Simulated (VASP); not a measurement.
# Hf6Al2O15: single point with PBEsol

Crystal: Hf6Al2O15.

```
Al Hf O
1.0
    10.18835    0.00000    0.00000
     0.00000    5.15064    0.00000
    -0.87617    0.00000    5.20295
Al Hf O
2 6 15
Direct
  0.13807 0.45806 0.70791
  0.86193 0.54194 0.29209
  0.63807 0.45806 0.70791
  0.36193 0.95806 0.79209
  0.86193 0.95806 0.79209
  0.36193 0.54194 0.29209
  0.13807 0.04194 0.20791
  0.63807 0.04194 0.20791
  0.22400 0.74253 0.97858
  0.72400 0.74253 0.97858
  0.27600 0.24253 0.52142
  0.77600 0.24253 0.52142
  0.27600 0.25747 0.02142
  0.77600 0.25747 0.02142
  0.22400 0.75747 0.47858
  0.72400 0.75747 0.47858
  0.53418 0.33076 0.34625
  0.46582 0.83076 0.15375
  0.96582 0.83076 0.15375
  0.46582 0.66924 0.65375
  0.96582 0.66924 0.65375
  0.03418 0.16924 0.84625
  0.53418 0.16924 0.84625
```

```yaml
Program: VASP 6.6.1
Task: single point
Functional: PBEsol
Potentials_or_basis: VASP PAW PBE potentials, release 64 (Al, Hf_pv, O)
Cutoff: 520 eV
k_mesh: 2 × 4 × 4
Occupations: gaussian, width 0.1 eV
Spin: no spin polarisation
Dipole_correction: no
Further_INCAR_settings: LREAL = Auto; ALGO = Normal; EDIFF = 1e-06; NBANDS = 95
```

```json
{
 "Pressure": "-10.5 GPa",
 "Largest force": "3.929 eV/Å",
 "Band gap on the k mesh": "1.03 eV"
}
```

Forces in eV/Å, atoms in the order of the input:
```
Al  -0.069  1.523  2.523
Al  -2.991  2.267  0.489
Hf   0.846  0.668 -0.025
Hf   0.176 -0.495  0.528
Hf  -1.392 -0.792 -0.760
Hf   0.675  0.267 -0.220
Hf   2.075 -2.804 -1.808
Hf   0.810 -0.382  0.408
O   -0.753 -0.053  0.101
O    0.241 -0.009  0.054
O   -2.879  0.983 -0.553
O    0.810  0.340 -0.561
O   -0.641  0.072  0.108
O    1.025  0.867  1.097
O   -0.780 -0.422 -0.042
O    0.516 -0.319 -0.308
O   -0.424  0.052  0.022
O   -0.405 -0.038 -0.140
O    0.174 -0.706  1.131
O   -0.315  0.115 -0.053
O    2.117 -2.606 -1.845
O    1.361  1.597 -0.062
O   -0.177 -0.127 -0.084
```

Stress tensor (GPa, compression positive):
```
 -9.62  -1.67   0.92
 -1.67 -11.62  -0.87
  0.92  -0.87 -10.31
```

Levels at points of the mesh, in eV from the valence-band top:
```csv
k point,band 74,band 75,band 76,band 77,band 78,band 79,band 80,band 81,band 82,band 83
"(0.00, 0.00, 0.00)",-0.44,-0.37,-0.25,-0.09,0.00,1.03,3.56,3.90,4.07,4.78
"(0.50, 0.00, 0.00)",-0.48,-0.37,-0.30,-0.16,0.00,1.16,3.61,3.83,4.03,4.67
"(0.00, 0.50, 0.00)",-0.70,-0.62,-0.53,-0.38,-0.20,1.71,3.73,4.07,4.35,4.76
"(0.50, 0.50, 0.00)",-0.75,-0.68,-0.61,-0.50,-0.24,1.73,3.71,4.04,4.35,4.65
"(0.00, 0.00, 0.50)",-0.69,-0.62,-0.53,-0.43,-0.33,1.77,3.55,4.01,4.30,4.54
"(0.50, 0.00, 0.50)",-0.69,-0.57,-0.53,-0.42,-0.24,1.75,3.56,4.02,4.31,4.56
"(0.00, 0.50, 0.50)",-0.91,-0.78,-0.73,-0.63,-0.49,1.66,3.66,4.13,4.64,4.76
"(0.50, 0.50, 0.50)",-0.86,-0.80,-0.71,-0.58,-0.48,1.66,3.66,4.15,4.62,4.88
```

Run time: 20 min on 1 thread of Intel(R) Xeon(R) Platinum 8259CL CPU @ 2.50GHz (Skylake/Cascade Lake) (shared host), peak memory 0.55 GiB.

Caveat: the cell stands under tension; the PAW data sets were made with another functional, which shifts forces and pressure a little; spin-orbit coupling is left out, which moves the levels of the heavy elements. A k mesh can miss the band edges.
